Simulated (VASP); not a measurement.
# CdIn2O4 (Fd-3m) in VASP: single point with PBE

Aim: the single point of CdIn2O4 with PBE.

Everything below comes from runs of VASP 6.6.1. Logs are shortened: lines on timing, memory, paths and dates and some standing lists are left out, and cuts for length are marked.

## 1. The cell of the first run

The structure is cubic, space group Fd-3m (No. 227). The conventional cell has a = 9.243 Å, b = 9.243 Å, c = 9.243 Å, α = 90.00°, β = 90.00°, γ = 90.00°. Within 2.9 Å of In (site symmetry -3m) lie 6 O at 2.22 Å. Within 3.1 Å of O (site symmetry 3m) lie 1 Cd at 2.16 Å and 3 In at 2.22 Å and 3 O at 3.01 Å. Cd (site symmetry -43m) has 4 O at 2.16 Å within 2.9 Å.

## 2. Single point, PBE

INCAR reads:

```
  ALGO = Normal
  EDIFF = 1E-6
  ENCUT = 600
  GGA = PE
  GGA_COMPAT = False
  ISIF = 2
  ISMEAR = -1
  LASPH = True
  LCHARG = False
  LREAL = False
  LWAVE = False
  NBANDS = 75
  NELM = 120
  PREC = Accurate
  SIGMA = 0.1
```

KPOINTS reads:

```
k-points
0
Gamma
  5 5 5
```

POSCAR reads:

```
CdIn2O4
1.0
    0.0000000000      4.6215810000      4.6215810000
    4.6215810000      0.0000000000      4.6215810000
    4.6215810000      4.6215810000      0.0000000000
In O Cd
4 8 2
Direct
    0.6250000000      0.6250000000      0.6250000000
    0.1250000000      0.6250000000      0.6250000000
    0.6250000000      0.6250000000      0.1250000000
    0.6250000000      0.1250000000      0.6250000000
    0.8650000000      0.8650000000      0.8650000000
    0.8450000000      0.3850000000      0.3850000000
    0.8650000000      0.8650000000      0.4050000000
    0.3850000000      0.8450000000      0.3850000000
    0.4050000000      0.8650000000      0.8650000000
    0.3850000000      0.3850000000      0.3850000000
    0.8650000000      0.4050000000      0.8650000000
    0.3850000000      0.3850000000      0.8450000000
    0.0000000000      0.0000000000      0.0000000000
    0.2500000000      0.2500000000      0.2500000000
```

Potentials or basis: VASP PAW PBE potentials, release 64 (In_d, O, Cd).

Launch:

```sh
$ cat potpaw_PBE.64/In_d/POTCAR potpaw_PBE.64/O/POTCAR potpaw_PBE.64/Cd/POTCAR > POTCAR
$ mpirun -np 1 vasp_std > vasp.out
```

OUTCAR:

```text
EDIFF = 1E-6
   ENCUT = 600
   GGA = PE
   ISIF = 2
   ISMEAR = -1
   LASPH = True
   LREAL = False
   NELM = 120
   PREC = Accurate

 ion  position               nearest neighbor table
   1  0.625  0.625  0.625-   6 2.22   7 2.22   8 2.22   9 2.22  11 2.22  12 2.22   2 3.27   3 3.27
                             4 3.27   3 3.27   4 3.27   2 3.27  14 3.83  13 3.83  14 3.83  13 3.83
   2  0.125  0.625  0.625-   7 2.22   8 2.22  11 2.22  12 2.22   5 2.22  10 2.22   1 3.27   3 3.27
                             4 3.27   1 3.27   3 3.27   4 3.27  13 3.83  14 3.83  13 3.83  14 3.83
   3  0.625  0.625  0.125-   6 2.22   8 2.22   9 2.22  11 2.22  10 2.22   5 2.22   1 3.27   1 3.27
                             2 3.27   4 3.27   4 3.27   2 3.27  14 3.83  13 3.83  14 3.83  13 3.83
   4  0.625  0.125  0.625-   6 2.22   7 2.22   9 2.22  12 2.22  10 2.22   5 2.22   1 3.27   3 3.27
                             1 3.27   2 3.27   3 3.27   2 3.27  14 3.83  13 3.83  14 3.83  13 3.83
   5  0.865  0.865  0.865-  13 2.16   3 2.22   4 2.22   2 2.22
   6  0.845  0.385  0.385-  14 2.16   4 2.22   3 2.22   1 2.22
   7  0.865  0.865  0.405-  13 2.16   4 2.22   2 2.22   1 2.22
   8  0.385  0.845  0.385-  14 2.16   3 2.22   2 2.22   1 2.22
   9  0.405  0.865  0.865-  13 2.16   4 2.22   3 2.22   1 2.22
  10  0.385  0.385  0.385-  14 2.16   3 2.22   4 2.22   2 2.22
  11  0.865  0.405  0.865-  13 2.16   3 2.22   2 2.22   1 2.22
  12  0.385  0.385  0.845-  14 2.16   4 2.22   2 2.22   1 2.22
  13  0.000  0.000  0.000-   5 2.16   7 2.16   9 2.16  11 2.16   2 3.83   3 3.83   1 3.83   2 3.83
                             4 3.83   1 3.83   3 3.83   4 3.83   1 3.83   3 3.83   4 3.83   2 3.83
  14  0.250  0.250  0.250-  10 2.16   8 2.16   6 2.16  12 2.16   1 3.83   2 3.83   4 3.83   1 3.83
                             2 3.83   3 3.83   1 3.83   3 3.83   4 3.83   3 3.83   4 3.83   2 3.83

  LATTYP: Found a face centered cubic cell.
 ALAT       =     9.2431620000

  Lattice vectors:

 A1 = (   0.0000000000,   4.6215810000,   4.6215810000)
 A2 = (   4.6215810000,   0.0000000000,   4.6215810000)
 A3 = (   4.6215810000,   4.6215810000,   0.0000000000)

Analysis of symmetry for initial positions (statically):
=====================================================================
 Subroutine PRICEL returns:
 Original cell was already a primitive cell.

 Routine SETGRP: Setting up the symmetry group for a
 face centered cubic supercell.

 Subroutine GETGRP returns: Found 48 space group operations
 (whereof 24 operations were pure point group operations)
 out of a pool of 48 trial point group operations.

The static configuration has the point symmetry T_d .
 The point group associated with its full space group is O_h .

Analysis of symmetry for dynamics (positions and initial velocities):
=====================================================================
 Subroutine PRICEL returns:
 Original cell was already a primitive cell.

 Routine SETGRP: Setting up the symmetry group for a
 face centered cubic supercell.

 Subroutine GETGRP returns: Found 48 space group operations
 (whereof 24 operations were pure point group operations)
 out of a pool of 48 trial point group operations.

The dynamic configuration has the point symmetry T_d .
 The point group associated with its full space group is O_h .

 Subroutine INISYM returns: Found 48 space group operations
 (whereof 24 operations are pure point group operations),
 and found     1 'primitive' translations

----------------------------------------------------------------------------------------

                                     Primitive cell

  volume of cell :     197.4248

  direct lattice vectors                    reciprocal lattice vectors
     0.000000000  4.621581000  4.621581000    -0.108188085  0.108188085  0.108188085
     4.621581000  0.000000000  4.621581000     0.108188085 -0.108188085  0.108188085
     4.621581000  4.621581000  0.000000000     0.108188085  0.108188085 -0.108188085

  length of vectors
     6.535902530  6.535902530  6.535902530     0.187387261  0.187387261  0.187387261

  position of ions in fractional coordinates (direct lattice)
     0.625000000  0.625000000  0.625000000
     0.125000000  0.625000000  0.625000000
     0.625000000  0.625000000  0.125000000
     0.625000000  0.125000000  0.625000000
[... 42 lines left out ...]

  Length of vectors
     0.037477452  0.037477452  0.037477452

  Shift w.r.t. Gamma in fractional coordinates (k-lattice)
     0.000000000  0.000000000  0.000000000

 Subroutine IBZKPT returns following result:
 ===========================================

 Found     10 irreducible k-points:

 Following reciprocal coordinates:
            Coordinates               Weight
  0.000000  0.000000  0.000000      1.000000
  0.200000  0.000000  0.000000      8.000000
  0.400000  0.000000  0.000000      8.000000
  0.200000  0.200000  0.000000      6.000000
  0.400000  0.200000  0.000000     24.000000
 -0.400000  0.200000  0.000000     24.000000
 -0.200000  0.200000  0.000000     12.000000
  0.400000  0.400000  0.000000      6.000000
 -0.400000  0.400000  0.000000     12.000000
 -0.400000  0.400000  0.200000     24.000000
   k-points           NKPTS =     10   k-points in BZ     NKDIM =     10   number of bands    NBANDS=     75
   number of dos      NEDOS =    301   number of ions     NIONS =     14
   total plane-waves  NPLWV = 157464
   dimension x,y,z NGX =    54 NGY =   54 NGZ =   54
   dimension x,y,z NGXF=   108 NGYF=  108 NGZF=  108
   ions per type =               4   8   2
   NGX,Y,Z   is equivalent  to a cutoff of  13.74, 13.74, 13.74 a.u.
   NGXF,Y,Z  is equivalent  to a cutoff of  27.47, 27.47, 27.47 a.u.
 SYSTEM =  unknown system
   PREC   = accura    normal or accurate (medium, high low for compatibility)
   ISTART =      0    job   : 0-new  1-cont  2-samecut
   ICHARG =      2    charge: 1-file 2-atom 10-const
   ISPIN  =      1    spin polarized calculation?
   LNONCOLLINEAR =      F non collinear calculations
   LSORBIT =      F    spin-orbit coupling
   LASPH  =      T    aspherical Exc in radial PAW
   ENCUT  =  600.0 eV  44.10 Ry    6.64 a.u.  13.05 13.05 13.05*2*pi/ulx,y,z
   NELM   =    120;   NELMIN=  2; NELMDL= -5     # of ELM steps
   EDIFF  = 0.1E-05   stopping-criterion for ELM
   LREAL  =      F    real-space projection
   EDIFFG = 0.1E-04   stopping-criterion for IOM
   NSW    =      0    number of steps for IOM
   IBRION =     -1    ionic relax: 0-MD 1-quasi-New 2-CG
   NFREE  =      0    steps in history (QN), initial steepest desc. (CG)
   ISIF   =      2    stress and relaxation
   ISYM   =      2    0-nonsym 1-usesym 2-fastsym
   POTIM  = 0.5000    time-step for ionic-motion
   TEBEG  =    0.0;   TEEND  =   0.0 temperature during run
   PSTRESS=    0.0 pullay stress
   NELECT =     124.0000    total number of electrons
   NUPDOWN=      -1.0000    fix difference up-down
   EMIN   =  10.00;   EMAX   =-10.00  energy-range for DOS
   EFERMI =   0.00;   METHOD = LEGACY
   ISMEAR =    -1;   SIGMA  =   0.10  broadening in eV -4-tet -1-fermi 0-gaus
   EFERMI_NEDOS =   21; number of points for ismear=-14 and -15
   IALGO  =     38    algorithm
   IMIX   =      4    mixing-type and parameters
     AMIX     =   0.40;   BMIX     =  1.00
     AMIX_MAG =   1.60;   BMIX_MAG =  1.00
  volume/ion in A,a.u.               =      14.10        95.16
  Fermi-wavevector in a.u.,A,eV,Ry     =   1.402000  2.649397 26.743684  1.965605
  Thomas-Fermi vector in A             =   2.524806
   LORBIT       =      0    0 simple, 1 ext, 2 COOP (PROOUT), +10 PAW based schemes
   GGA     = PE    functional components
   LHFCALC =     F    Hartree Fock is set to
   AEXX    =    0.0000 exact exchange contribution
   IVDW    =     0    specifies the selected vdW correction
   LEPSILON=     F    determine dielectric tensor
   LRPA    =     F    only Hartree local field effects (RPA)
 non-spin polarized calculation
  energy-cutoff  :      600.00
  volume of cell :      197.42
 maximum number of plane-waves:      6623
 NGX is ok and might be reduce to    54
   NGX = 27   NGY = 27   NGZ = 27

 number of electron     124.0000027 magnetization

 Free energy of the ion-electron system (eV)
  ---------------------------------------------------
  ext. energy  EPLUGINS =         0.00000000
  ---------------------------------------------------
  free energy    TOTEN  =       -71.47152742 eV

  energy without entropy =      -71.46976024  energy(sigma->0) =      -71.47064383

 E-fermi :   4.1165     XC(G=0): -10.6873

 val. band max:        3.3847516330   @ k =  -0.4000   0.2000   0.0000
 cond. band min:       4.3504796875   @ k =   0.0000   0.0000   0.0000
 fundamental gap:      0.9657280545
 Fermi energy:         4.1165386223

 k-point     1 :       0.0000    0.0000    0.0000
  band No.  band energies     occupation
      1     -13.8353      2.00000
      2     -13.2982      2.00000
      3     -13.2982      2.00000
      4     -13.2982      2.00000
      5     -12.9982      2.00000
      6     -12.8399      2.00000
[... 759 lines left out ...]
     73      12.4746      0.00000
     74      12.8115      0.00000
 [bands above 74 left out]

------------------------ aborting loop because EDIFF is reached ----------------------------------------

  FORCE on cell =-STRESS in cart. coord.  units (eV):
  Direction    XX          YY          ZZ          XY          YZ          ZX
  --------------------------------------------------------------------------------------
  -------------------------------------------------------------------------------------
  Total        3.4654068      3.4654068      3.4654068      0.0000000      0.0000000      0.0000000
  in kB       28.1230944     28.1230944     28.1230944      0.0000000      0.0000000      0.0000000
  external PRESSURE =      28.1230944 kB  Pullay stress =       0.0000000 kB

 VOLUME and BASIS-vectors are now :
 -----------------------------------------------------------------------------
  energy-cutoff  :      600.00
  volume of cell :      197.42
      direct lattice vectors                 reciprocal lattice vectors
     0.000000000  4.621581000  4.621581000    -0.108188085  0.108188085  0.108188085
     4.621581000  0.000000000  4.621581000     0.108188085 -0.108188085  0.108188085
     4.621581000  4.621581000  0.000000000     0.108188085  0.108188085 -0.108188085

 POSITION                                       TOTAL-FORCE (eV/Angst)
 -----------------------------------------------------------------------------------
      5.77698      5.77698      5.77698         0.000000      0.000000      0.000000
      5.77698      3.46619      3.46619         0.000000      0.000000      0.000000
      3.46619      3.46619      5.77698         0.000000      0.000000      0.000000
      3.46619      5.77698      3.46619         0.000000      0.000000      0.000000
      7.99534      7.99534      7.99534        -0.536775     -0.536775     -0.536775
      3.55862      5.68454      5.68454         0.536775     -0.536775     -0.536775
      5.86941      5.86941      7.99534         0.536775      0.536775     -0.536775
      5.68454      3.55862      5.68454        -0.536775      0.536775     -0.536775
      7.99534      5.86941      5.86941        -0.536775      0.536775      0.536775
      3.55862      3.55862      3.55862         0.536775      0.536775      0.536775
      5.86941      7.99534      5.86941         0.536775     -0.536775      0.536775
      5.68454      5.68454      3.55862        -0.536775     -0.536775      0.536775
      0.00000      0.00000      0.00000         0.000000      0.000000      0.000000
      2.31079      2.31079      2.31079         0.000000      0.000000      0.000000
 -----------------------------------------------------------------------------------
    total drift:                               -0.000000     -0.000000      0.000000

  FREE ENERGIE OF THE ION-ELECTRON SYSTEM (eV)
  ---------------------------------------------------
  free  energy   TOTEN  =       -71.4715274197 eV

  energy  without entropy=      -71.4697602374  energy(sigma->0) =      -71.47064383
```

Run time: 3 min. Hardware: 1 thread of Intel Xeon 6975P-C (Granite Rapids), shared host; peak memory 0.47 GiB.

Results:

```
Free energy            : -71.4715 eV
Pressure               : 2.8 GPa
Largest force          : 0.930 eV/Å
Band gap on the k mesh : 0.97 eV (least direct gap 1.03 eV)
```

Forces in eV/Å, atoms in the order of the input:
```
In   0.000  0.000  0.000
In   0.000  0.000  0.000
In   0.000  0.000  0.000
In   0.000  0.000  0.000
O   -0.537 -0.537 -0.537
O    0.537 -0.537 -0.537
O    0.537  0.537 -0.537
O   -0.537  0.537 -0.537
O   -0.537  0.537  0.537
O    0.537  0.537  0.537
O    0.537 -0.537  0.537
O   -0.537 -0.537  0.537
Cd   0.000  0.000  0.000
Cd   0.000  0.000  0.000
```

Levels at points of the mesh, in eV from the valence-band top:
| k point | band 59 | band 60 | band 61 | band 62 | band 63 | band 64 | band 65 | band 66 |
| --- | --- | --- | --- | --- | --- | --- | --- | --- |
| (0.00, 0.00, 0.00) | -0.17 | -0.17 | -0.06 | -0.06 | 0.97 | 5.08 | 5.38 | 5.38 |

Caveat: spin-orbit coupling is left out, which moves the levels of the heavy elements; an odd mesh through Γ misses points on the zone boundary, where band edges can lie.
